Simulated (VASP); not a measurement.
Runs of VASP 6.6.1 on FeO. The structure is trigonal, space group R-3m (No. 166). Conventional cell: a = 3.038 Å, b = 3.038 Å, c = 7.559 Å, α = 90.00°, β = 90.00°, γ = 120.00°. Fe (site symmetry -3m) has 6 O at 2.16 Å within 2.9 Å. Within 2.9 Å of O (site symmetry -3m) lie 6 Fe at 2.16 Å. 

```csv
smearing,gap on the mesh (eV),pressure (GPa),moment (μB)
gaussian 0.025 eV,none,-1.2,4.00
gaussian 0.1 eV,none,-1.2,4.00
gaussian 0.05 eV,none,(a),4.00
gaussian 0.15 eV,none,-1.2,4.00
gaussian 0.25 eV,none,-1.1,4.00
```

Alike in all rows: task single point; level PBE; potentials or basis VASP PAW PBE potentials, release 64 (Fe, O); spin collinear, ferromagnetic start; cell as given; k mesh 10 × 10 × 10; cutoff (eV) 520.

Estimate the missing entries.

(a) -1.3.

Caveats: a cell with one magnetic atom can't hold antiferromagnetic order, which such compounds often take; semilocal functionals often make such compounds metallic where correlation or magnetic order opens a gap, which also shifts bond lengths; so wide a smearing shifts energies and pressures (at least some runs).

A gap of «none» marks levels without a gap at the run's occupations.
